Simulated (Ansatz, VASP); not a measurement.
**Ti2In in VASP and in Ansatz**

```
Ti In
1.0
     2.90848    0.00000    0.00000
     0.00000    2.90848    0.00000
     0.00000    0.00000    6.99008
Ti In
2 1
Direct
  0.50000 0.50000 0.30927
  0.50000 0.50000 0.69073
  0.00000 0.00000 0.00000
```

Change from the starting cell: species swapped into the FeSi2 type (P4/mmm, No. 123).

Alike in both runs: functional PBE; k mesh 6 × 6 × 4; occupations gaussian, width 0.1 eV; no spin polarisation.

Ansatz relaxed the structure, and its values are those at the end. VASP's run is a single point on that final structure, the one shown.

|  | VASP | Ansatz |
| --- | --- | --- |
| version | VASP 6.6.1 | Ansatz 0.2.0 |
| potentials or method | VASP PAW PBE potentials, release 64 (Ti_sv, In_d), cutoff 520 eV | scalar-relativistic, plane waves, PAW |
| valence electrons in the cell | 37 | 37 |

|  | VASP | Ansatz | Ansatz less VASP |
| --- | --- | --- | --- |
| gap on the k mesh at the Fermi level (eV) | none | none | - |
| pressure (GPa) | 0.2 | 0.2 | -0.02 |
| rms of the force components (eV/Å) | 0.004 | 0.002 | -0.0017 |

A gap of «none» marks a metal or a gap that the smearing closes.

The k mesh is coarse, so the values compare programs but aren't converged.
